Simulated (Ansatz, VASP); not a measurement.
## Mg in VASP and in Ansatz

```
Mg
1.0
    -1.83599    1.83599    1.67940
     1.83599   -1.83599    1.67940
     1.83599    1.83599   -1.67940
Mg
1
Direct
  0.00000 0.00000 0.00000
```

Alike in both runs: task single point; functional PBE; k mesh 10 × 10 × 10; no spin polarisation.

|  | VASP | Ansatz |
| --- | --- | --- |
| version | VASP 6.6.1 | Ansatz 0.2.0 |
| potentials or method | VASP PAW PBE potentials, release 64 (Mg) | scalar-relativistic, plane waves, norm-conserving potentials |
| plane-wave cutoff (eV) | 600 | 1143 |
| occupations | gaussian, width 0.0680285 eV | gaussian |
| valence electrons in the cell | 2 | 10 |

VASP gave:

```
gap on the k mesh at the Fermi level (eV)                     : none
pressure (GPa)                                                : 0.5
traceless stress, the component that is largest in VASP (GPa) : 1.03
```

Question: Estimate Ansatz's values.

Answer: gap on the k mesh at the Fermi level (eV): none; pressure (GPa): 0.6; traceless stress, the component that is largest in VASP (GPa): 1.03.

A gap of «none» marks a metal or a gap that the smearing closes. VASP's potentials hold 2 valence electrons a cell and Ansatz's 10, so a difference there can come from the potentials and not from the codes.
